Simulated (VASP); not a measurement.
Set up this calculation in VASP 6.6.1, as the native input.

- Task: single point
- Functional: PBE
- Potentials or basis: VASP PAW PBE potentials, release 64 (Ca_sv)
- Cutoff: 520 eV
- k mesh: 14 × 14 × 14
- Occupations: gaussian, width 0.15 eV
- Spin: no spin polarisation
- Dipole correction: no
- Further INCAR settings: ALGO = Normal; EDIFF = 1e-07; NBANDS = 11

The structure of Ca lies in POSCAR:

```
Ca
1.0
    0.0000000000      2.6824320000      2.6824320000
    2.6824320000      0.0000000000      2.6824320000
    2.6824320000      2.6824320000      0.0000000000
Ca
1
Direct
    0.0000000000      0.0000000000      0.0000000000
```

This cell differs from its parent crystal: strain -0.040 along x and y, -0.040 along z.

The input as run:

INCAR

```
SYSTEM = Ca
PREC = Accurate
ENCUT = 520
EDIFF = 1E-7
ISMEAR = 0
SIGMA = 0.15
LREAL = .False.
LASPH = .True.
NELM = 100
ALGO = Normal
ISIF = 2
LWAVE = .False.
LCHARG = .True.
GGA = PE
LELF = .True.
LVHAR = .True.
NBANDS = 11
```

KPOINTS

```
regular mesh
0
Gamma
  14 14 14
  0 0 0
```

Potentials or basis: VASP PAW PBE potentials, release 64 (Ca_sv).

The run is started by

```bash
$ cat potpaw_PBE.64/Ca_sv/POTCAR > POTCAR
$ mpirun -np 1 vasp_std > vasp.out
```

It gave:

- Pressure: 1.8 GPa
- Band gap on the k mesh: zero (bands 5 and 6 overlap by 0.18 eV)

Caveat: the cell differs from its parent crystal (strain -0.040 along x and y, -0.040 along z).

Wall time 36 s on 1 thread of Intel(R) Xeon(R) Platinum 8559C (Emerald Rapids), with other jobs on the host, peak memory 0.17 GiB.
